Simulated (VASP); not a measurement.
Here is a VASP 6.6.1 calculation.

File POSCAR:

```
SiAsP3
1.0
    4.6155939804      0.0000000000      0.0000000000
    0.0000000000      4.6155939804      0.0000000000
    0.0000000000      0.0000000000      4.6155939804
Si As P
1 1 3
Direct
    0.0000000000      0.0000000000      0.0000000000
    0.5000000000      0.5000000000      0.5000000000
    0.0000000000      0.5000000000      0.5000000000
    0.5000000000      0.0000000000      0.5000000000
    0.5000000000      0.5000000000      0.0000000000
```

File INCAR.step1:

```
ALGO = Normal ; EDIFF = 1E-4
ENCUT = 600 ; GGA = PE
ISMEAR = -1 ; LASPH = T
LCHARG = F ; LREAL = F
LWAVE = T ; NELM = 80
PREC = Accurate ; SIGMA = 0.03
```

File INCAR.step2:

```
ALGO = Normal ; BPARAM = 11.95
CPARAM = 0.0093 ; EDIFF = 1E-7
EDIFFG = -0.01 ; ENCUT = 600
IBRION = 2 ; ISIF = 3
ISMEAR = -1 ; ISTART = 1
IVDW_NL = 2 ; LASPH = T
LCHARG = F ; LMIXTAU = T
LREAL = F ; LUSE_VDW = T
LWAVE = F ; METAGGA = R2SCAN
NELM = 80 ; NSW = 100
PREC = Accurate ; SIGMA = 0.03
```

Contents of KPOINTS:

```
k-points
0
Gamma
  6 6 6
```

Potentials or basis: VASP PAW PBE potentials, release 64 (Si, As, P).

Launch:

```sh
$ cat potpaw_PBE.64/Si/POTCAR potpaw_PBE.64/As/POTCAR potpaw_PBE.64/P/POTCAR > POTCAR
$ cp INCAR.step1 INCAR
$ mpirun -np 1 vasp_std > vasp.out
$ cp INCAR.step2 INCAR
$ mpirun -np 1 vasp_std > vasp.out
```

Predict the relaxed volume.

20.16 Å³/atom.

Estimate the relaxed cell.

a = 4.654 Å, b = 4.654 Å, c = 4.654 Å, α = 90.00°, β = 90.00°, γ = 90.00°.

The path:
```csv
step,energy change (eV),largest force (eV/Å),pressure (GPa),volume (Å³)
1,0.0000,0.0000,1.83,98.33
2,-0.0125,0.0000,-0.52,101.56
3,-0.0137,0.0000,0.00,100.79
```

Caveat: the PAW data sets were made with another functional, which shifts forces and pressure a little.
